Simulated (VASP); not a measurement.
# In (Fd-3m) in VASP: single point with PBE

Aim: the single point of In with PBE.

Everything below comes from runs of VASP 6.6.1. Logs are shortened: lines on timing, memory, paths and dates and some standing lists are left out, and cuts for length are marked.

### Step 1. The cell of the first run

It takes space group Fd-3m (No. 227, cubic). Conventional cell: a = 6.738 Å, b = 6.738 Å, c = 6.738 Å, α = 90.00°, β = 90.00°, γ = 90.00°. In (site symmetry -43m) has 4 In at 2.92 Å within 3.8 Å.

### Step 2. Single point, PBE

File INCAR:

```
SYSTEM = In
ALGO     = Normal         ! electronic algorithm
EDIFF    = 1E-6           ! SCF threshold, eV
ENCUT    = 500            ! plane-wave cutoff, eV
GGA      = PE             ! functional
GGA_COMPAT= .False.      
ISIF     = 2              ! what is computed and relaxed
ISMEAR   = -1             ! smearing method
LASPH    = .True.         ! aspherical terms in the spheres
LCHARG   = .False.        ! write CHGCAR
LREAL    = .False.        ! projectors in reciprocal space
LWAVE    = .False.        ! write WAVECAR
NBANDS   = 20             ! bands
NELM     = 120            ! most SCF steps
PREC     = Accurate       ! precision mode
SIGMA    = 0.13605693000000002 ! smearing width, eV
```

File KPOINTS:

```
k-points
0
Gamma
  8 8 8
  0 0 0
```

File POSCAR:

```
In
1.0
    0.0000000000      3.3691265013      3.3691265013
    3.3691265013      0.0000000000      3.3691265013
    3.3691265013      3.3691265013      0.0000000000
In
2
Direct
    0.0000000000      0.0000000000      0.0000000000
    0.2500000000      0.2500000000      0.2500000000
```

Potentials or basis: VASP PAW PBE potentials, release 64 (In_d).

Command:

```bash
$ cat potpaw_PBE.64/In_d/POTCAR > POTCAR
$ mpirun -np 1 vasp_std > vasp.out
```

OUTCAR:

```text
SYSTEM = In
   EDIFF = 1E-6
   ENCUT = 500
   GGA = PE
   ISIF = 2
   ISMEAR = -1
   LASPH = .True.
   LREAL = .False.
   NELM = 120
   PREC = Accurate

 ion  position               nearest neighbor table
   1  0.000  0.000  0.000-   2 2.92   2 2.92   2 2.92   2 2.92
   2  0.250  0.250  0.250-   1 2.92   1 2.92   1 2.92   1 2.92

  LATTYP: Found a face centered cubic cell.
 ALAT       =     6.7382530026

  Lattice vectors:

 A1 = (   0.0000000000,   3.3691265013,   3.3691265013)
 A2 = (   3.3691265013,   0.0000000000,   3.3691265013)
 A3 = (   3.3691265013,   3.3691265013,   0.0000000000)

Analysis of symmetry for initial positions (statically):
=====================================================================
 Subroutine PRICEL returns:
 Original cell was already a primitive cell.

 Routine SETGRP: Setting up the symmetry group for a
 face centered cubic supercell.

 Subroutine GETGRP returns: Found 48 space group operations
 (whereof 24 operations were pure point group operations)
 out of a pool of 48 trial point group operations.

The static configuration has the point symmetry T_d .
 The point group associated with its full space group is O_h .

Analysis of symmetry for dynamics (positions and initial velocities):
=====================================================================
 Subroutine PRICEL returns:
 Original cell was already a primitive cell.

 Routine SETGRP: Setting up the symmetry group for a
 face centered cubic supercell.

 Subroutine GETGRP returns: Found 48 space group operations
 (whereof 24 operations were pure point group operations)
 out of a pool of 48 trial point group operations.

The dynamic configuration has the point symmetry T_d .
 The point group associated with its full space group is O_h .

 Subroutine INISYM returns: Found 48 space group operations
 (whereof 24 operations are pure point group operations),
 and found     1 'primitive' translations

----------------------------------------------------------------------------------------

                                     Primitive cell

  volume of cell :      76.4860

  direct lattice vectors                    reciprocal lattice vectors
     0.000000000  3.369126501  3.369126501    -0.148406419  0.148406419  0.148406419
     3.369126501  0.000000000  3.369126501     0.148406419 -0.148406419  0.148406419
     3.369126501  3.369126501  0.000000000     0.148406419  0.148406419 -0.148406419

  length of vectors
     4.764664391  4.764664391  4.764664391     0.257047458  0.257047458  0.257047458

  position of ions in fractional coordinates (direct lattice)
     0.000000000  0.000000000  0.000000000
     0.250000000  0.250000000  0.250000000

  ion indices of the primitive-cell ions
   primitive index   ion index
                 1           1
                 2           2

----------------------------------------------------------------------------------------

 KPOINTS: k-points

Automatic generation of k-mesh.
 Grid dimensions read from file:
 generate k-points for:    8    8    8

 Generating k-lattice:

  Cartesian coordinates                     Fractional coordinates (reciprocal lattice)
    -0.018550802  0.018550802  0.018550802     0.125000000  0.000000000  0.000000000
     0.018550802 -0.018550802  0.018550802     0.000000000  0.125000000  0.000000000
     0.018550802  0.018550802 -0.018550802     0.000000000  0.000000000  0.125000000

  Length of vectors
     0.032130932  0.032130932  0.032130932

  Shift w.r.t. Gamma in fractional coordinates (k-lattice)
     0.000000000  0.000000000  0.000000000

 Subroutine IBZKPT returns following result:
 ===========================================

 Found     29 irreducible k-points:

 Following reciprocal coordinates:
            Coordinates               Weight
  0.000000  0.000000  0.000000      1.000000
  0.125000  0.000000  0.000000      8.000000
  0.250000  0.000000  0.000000      8.000000
  0.375000  0.000000  0.000000      8.000000
  0.500000  0.000000  0.000000      4.000000
  0.125000  0.125000  0.000000      6.000000
[... 16 lines left out ...]
  0.500000  0.250000  0.125000     48.000000
 -0.375000  0.250000  0.125000     24.000000
 [... further k-points ...]
   k-points           NKPTS =     29   k-points in BZ     NKDIM =     29   number of bands    NBANDS=     20
   number of dos      NEDOS =    301   number of ions     NIONS =      2
   total plane-waves  NPLWV =  46656
   dimension x,y,z NGX =    36 NGY =   36 NGZ =   36
   dimension x,y,z NGXF=    72 NGYF=   72 NGZF=   72
   ions per type =               2
   NGX,Y,Z   is equivalent  to a cutoff of  12.56, 12.56, 12.56 a.u.
   NGXF,Y,Z  is equivalent  to a cutoff of  25.12, 25.12, 25.12 a.u.
 SYSTEM =  In
   PREC   = accura    normal or accurate (medium, high low for compatibility)
   ISTART =      0    job   : 0-new  1-cont  2-samecut
   ICHARG =      2    charge: 1-file 2-atom 10-const
   ISPIN  =      1    spin polarized calculation?
   LNONCOLLINEAR =      F non collinear calculations
   LSORBIT =      F    spin-orbit coupling
   LASPH  =      T    aspherical Exc in radial PAW
   ENCUT  =  500.0 eV  36.75 Ry    6.06 a.u.   8.69  8.69  8.69*2*pi/ulx,y,z
   NELM   =    120;   NELMIN=  2; NELMDL= -5     # of ELM steps
   EDIFF  = 0.1E-05   stopping-criterion for ELM
   LREAL  =      F    real-space projection
[... 7 lines left out ...]
   TEBEG  =    0.0;   TEEND  =   0.0 temperature during run
   PSTRESS=    0.0 pullay stress
   NELECT =      26.0000    total number of electrons
   NUPDOWN=      -1.0000    fix difference up-down
   EMIN   =  10.00;   EMAX   =-10.00  energy-range for DOS
   EFERMI =   0.00;   METHOD = LEGACY
   ISMEAR =    -1;   SIGMA  =   0.14  broadening in eV -4-tet -1-fermi 0-gaus
   EFERMI_NEDOS =   21; number of points for ismear=-14 and -15
   IALGO  =     38    algorithm
   IMIX   =      4    mixing-type and parameters
     AMIX     =   0.40;   BMIX     =  1.00
     AMIX_MAG =   1.60;   BMIX_MAG =  1.00
  volume/ion in A,a.u.               =      38.24       258.08
  Fermi-wavevector in a.u.,A,eV,Ry     =   1.142541  2.159090 17.761058  1.305401
  Thomas-Fermi vector in A             =   2.279239
   LORBIT       =      0    0 simple, 1 ext, 2 COOP (PROOUT), +10 PAW based schemes
   GGA     = PE    functional components
   LHFCALC =     F    Hartree Fock is set to
   AEXX    =    0.0000 exact exchange contribution
   IVDW    =     0    specifies the selected vdW correction
   LEPSILON=     F    determine dielectric tensor
   LRPA    =     F    only Hartree local field effects (RPA)
 non-spin polarized calculation
  energy-cutoff  :      500.00
  volume of cell :       76.49
 maximum number of plane-waves:      1964
   NGX = 17   NGY = 17   NGZ = 17

 number of electron      25.9999997 magnetization

 Free energy of the ion-electron system (eV)
  ---------------------------------------------------
  ext. energy  EPLUGINS =         0.00000000
  ---------------------------------------------------
  free energy    TOTEN  =        -4.49224215 eV

  energy without entropy =       -4.38654980  energy(sigma->0) =       -4.43939597

 E-fermi :   3.5843     XC(G=0):  -8.2719

 val. band max:        3.5550983368   @ k =  -0.3750   0.3750   0.0000
 cond. band min:       3.6262456043   @ k =  -0.2500   0.1250   0.0000
 fundamental gap:      0.0711472675
 Fermi energy:         3.5843203649

 k-point     1 :       0.0000    0.0000    0.0000
  band No.  band energies     occupation
      1     -11.0251      2.00000
      2     -11.0251      2.00000
      3     -11.0251      2.00000
      4     -10.9643      2.00000
      5     -10.9643      2.00000
      6     -10.5821      2.00000
[... 12 lines left out ...]
     19       9.5010      0.00000
     20      12.6020      0.00000

 k-point     2 :       0.1250    0.0000    0.0000
  band No.  band energies     occupation
      1     -11.0402      2.00000
      2     -11.0402      2.00000
      3     -11.0214      2.00000
      4     -10.9429      2.00000
      5     -10.9429      2.00000
      6     -10.5998      2.00000
[... 12 lines left out ...]
     19      10.3376      0.00000
     20      11.7085      0.00000

 k-point     3 :       0.2500    0.0000    0.0000
  band No.  band energies     occupation
      1     -11.0579      2.00000
      2     -11.0579      2.00000
      3     -11.0122      2.00000
      4     -10.9116      2.00000
      5     -10.9116      2.00000
      6     -10.6224      2.00000
[... 12 lines left out ...]
     19      10.6668      0.00000
     20      11.5485      0.00000

 k-point     4 :       0.3750    0.0000    0.0000
  band No.  band energies     occupation
      1     -11.0660      2.00000
      2     -11.0660      2.00000
      3     -11.0028      2.00000
      4     -10.8936      2.00000
      5     -10.8936      2.00000
      6     -10.6332      2.00000
[... 12 lines left out ...]
     19      11.5582      0.00000
     20      12.4097      0.00000

 k-point     5 :       0.5000    0.0000    0.0000
  band No.  band energies     occupation
      1     -11.0677      2.00000
      2     -11.0677      2.00000
      3     -10.9989      2.00000
      4     -10.8891      2.00000
      5     -10.8891      2.00000
      6     -10.6349      2.00000
[... 12 lines left out ...]
     19      13.1620      0.00000
     20      13.4299      0.00000

 k-point     6 :       0.1250    0.1250    0.0000
  band No.  band energies     occupation
      1     -11.0414      2.00000
      2     -11.0349      2.00000
      3     -11.0349      2.00000
      4     -10.9478      2.00000
      5     -10.9201      2.00000
      6     -10.6439      2.00000
[... 12 lines left out ...]
     19      10.5472      0.00000
     20      10.7283      0.00000

 k-point     7 :       0.2500    0.1250    0.0000
  band No.  band energies     occupation
      1     -11.0640      2.00000
      2     -11.0492      2.00000
      3     -11.0225      2.00000
      4     -10.9219      2.00000
      5     -10.8836      2.00000
      6     -10.6824      2.00000
[... 12 lines left out ...]
     19      10.8389      0.00000
     20      11.6314      0.00000
[... 277 lines left out ...]
 k-point    20 :      -0.3750    0.3750    0.0000
  band No.  band energies     occupation
      1     -11.1155      2.00000
      2     -11.0860      2.00000
      3     -10.9375      2.00000
      4     -10.8300      2.00000
      5     -10.7728      2.00000
      6     -10.7526      2.00000
[... 12 lines left out ...]
     19      11.7042      0.00000
     20      12.7070      0.00000

 k-point    21 :       0.5000    0.5000    0.0000
  band No.  band energies     occupation
      1     -11.0833      2.00000
      2     -11.0833      2.00000
      3     -10.9432      2.00000
      4     -10.9432      2.00000
      5     -10.7504      2.00000
      6     -10.7504      2.00000
[... 12 lines left out ...]
     19      14.1635      0.00000
     20      14.1635      0.00000

 k-point    22 :       0.3750    0.2500    0.1250
  band No.  band energies     occupation
      1     -11.0771      2.00000
      2     -11.0708      2.00000
      3     -10.9994      2.00000
      4     -10.8980      2.00000
      5     -10.8448      2.00000
      6     -10.7233      2.00000
[... 12 lines left out ...]
     19      11.5121      0.00000
     20      12.5412      0.00000

 k-point    23 :       0.5000    0.2500    0.1250
  band No.  band energies     occupation
      1     -11.0970      2.00000
      2     -11.0829      2.00000
      3     -10.9621      2.00000
      4     -10.8712      2.00000
      5     -10.8220      2.00000
      6     -10.7385      2.00000
[... 12 lines left out ...]
     19      12.3377      0.00000
     20      12.5115      0.00000

 k-point    24 :      -0.3750    0.2500    0.1250
  band No.  band energies     occupation
      1     -11.1063      2.00000
      2     -11.0851      2.00000
      3     -10.9453      2.00000
      4     -10.8514      2.00000
      5     -10.8252      2.00000
      6     -10.7295      2.00000
[... 12 lines left out ...]
     19      11.3229      0.00000
     20      12.8898      0.00000

 [... further k-points ...]

------------------------ aborting loop because EDIFF is reached ----------------------------------------

  FORCE on cell =-STRESS in cart. coord.  units (eV):
  Direction    XX          YY          ZZ          XY          YZ          ZX
  --------------------------------------------------------------------------------------
  -------------------------------------------------------------------------------------
  Total       -0.0157024     -0.0157024     -0.0157024     -0.0000000     -0.0000000      0.0000000
  in kB       -0.3289225     -0.3289225     -0.3289225     -0.0000000     -0.0000000      0.0000000
  external PRESSURE =      -0.3289225 kB  Pullay stress =       0.0000000 kB

 VOLUME and BASIS-vectors are now :
 -----------------------------------------------------------------------------
  energy-cutoff  :      500.00
  volume of cell :       76.49
      direct lattice vectors                 reciprocal lattice vectors
     0.000000000  3.369126501  3.369126501    -0.148406419  0.148406419  0.148406419
     3.369126501  0.000000000  3.369126501     0.148406419 -0.148406419  0.148406419
     3.369126501  3.369126501  0.000000000     0.148406419  0.148406419 -0.148406419

 POSITION                                       TOTAL-FORCE (eV/Angst)
 -----------------------------------------------------------------------------------
      0.00000      0.00000      0.00000         0.000000      0.000000      0.000000
      1.68456      1.68456      1.68456        -0.000000     -0.000000     -0.000000
 -----------------------------------------------------------------------------------
    total drift:                                0.000000      0.000000      0.000000

  FREE ENERGIE OF THE ION-ELECTRON SYSTEM (eV)
  ---------------------------------------------------
  free  energy   TOTEN  =        -4.4922421495 eV

  energy  without entropy=       -4.3865497999  energy(sigma->0) =       -4.43939597
```

It took 45 s on 1 thread of Intel Xeon 8259CL, shared host; peak memory 0.21 GiB.

What came out:

```
Free energy            : -4.4922 eV
Pressure               : 0.0 GPa
Band gap on the k mesh : zero (band 13 reaches 5.82 eV, above the bottom of band 14 at 2.53 eV)
```

Levels at points of the mesh, in eV from the Fermi level:
```csv
k point,band 10,band 11,band 12,band 13,band 14,band 15,band 16,band 17
"(0.00, 0.00, 0.00)",-14.13,-7.82,1.90,2.24,2.24,2.24,3.91,3.91
"(0.50, 0.00, 0.00)",-14.09,-6.18,-3.86,1.00,1.00,2.02,4.81,4.81
"(0.50, 0.50, 0.00)",-14.06,-4.80,-4.80,-0.40,-0.40,2.41,2.41,9.35
```

Caveat: spin-orbit coupling is left out, which moves the levels of the heavy elements.
